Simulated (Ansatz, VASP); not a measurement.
## Al in VASP and in Ansatz

File INCAR:

```
SYSTEM = Al
PREC     = Accurate       ! precision mode
ENCUT    = 520            ! plane-wave cutoff, eV
EDIFF    = 1E-7           ! SCF threshold, eV
ISMEAR   = 0              ! smearing method
SIGMA    = 0.15           ! smearing width, eV
LREAL    = .False.        ! projectors in reciprocal space
LASPH    = .True.         ! aspherical terms in the spheres
NELM     = 100            ! most SCF steps
ALGO     = Normal         ! electronic algorithm
ISIF     = 2              ! what is computed and relaxed
LWAVE    = .False.        ! write WAVECAR
LCHARG   = .False.        ! write CHGCAR
GGA      = PS             ! functional
IVDW     = 12             ! dispersion correction
NBANDS   = 14             ! bands
```

Contents of KPOINTS:

```
Automatic mesh
0
Gamma
  18 18 6
  0 0 0
```

File POSCAR:

```
Al
1.0
    2.8005805292      0.0000000000      0.0000000000
   -1.4002902646      2.4253738837      0.0000000000
    0.0000000000      0.0000000000      9.3774638441
Al
4
Direct
    0.0000000000      0.0000000000      0.0000000000
    0.3333333333      0.6666666667      0.2500000000
    0.0000000000      0.0000000000      0.5000000000
    0.6666666667      0.3333333333      0.7500000000
```

Input for Ansatz:

```yaml
crystal:
  lattice:
    - [2.8005805292, 0.0, 0.0]
    - [-1.4002902646, 2.4253738837, 0.0]
    - [0.0, 0.0, 9.3774638441]
  atoms:
    - { symbol: Al, position: [0.0, 0.0, 0.0] }
    - { symbol: Al, position: [0.3333333333, 0.6666666667, 0.25] }
    - { symbol: Al, position: [0.0, 0.0, 0.5] }
    - { symbol: Al, position: [0.6666666667, 0.3333333333, 0.75] }
basis:
  ecutwfc: 420
kpoints:
  mp_grid: { grid: [18, 18, 6] }
hamiltonian:
  xc: pbesol
  pseudopotentials: { kind: paw, azcp: { folder: soft_1 } }
  dispersion: d3bj
scf:
  occupations: { method: gaussian, width: 0.15 }
output:
  forces: true
  stress: true
  eigenvalues: true
```

Alike in both runs: task single point; functional PBEsol; dispersion D3(BJ); k mesh 18 × 18 × 6; occupations gaussian, width 0.15 eV; no spin polarisation.

|  | VASP | Ansatz |
| --- | --- | --- |
| version | VASP 6.6.1 | Ansatz 0.2.0 |
| potentials or method | VASP PAW PBE potentials, release 64 (Al), cutoff 520 eV | scalar-relativistic, plane waves, PAW |
| valence electrons in the cell | 12 | 12 |

VASP gave:

| Property | Result |
| --- | --- |
| gap on the k mesh at the Fermi level (eV) | none |
| pressure (GPa) | -1.6 |
| traceless stress, the component that is largest in VASP (GPa) | -1.57 |

Estimate Ansatz's values.

gap on the k mesh at the Fermi level (eV): none; pressure (GPa): -1.7; traceless stress, the component that is largest in VASP (GPa): -1.56.

VASP's potentials were made for PBE, not for PBEsol, and Ansatz warns of the same on its side. A gap of «none» marks a metal or a gap that the smearing closes.
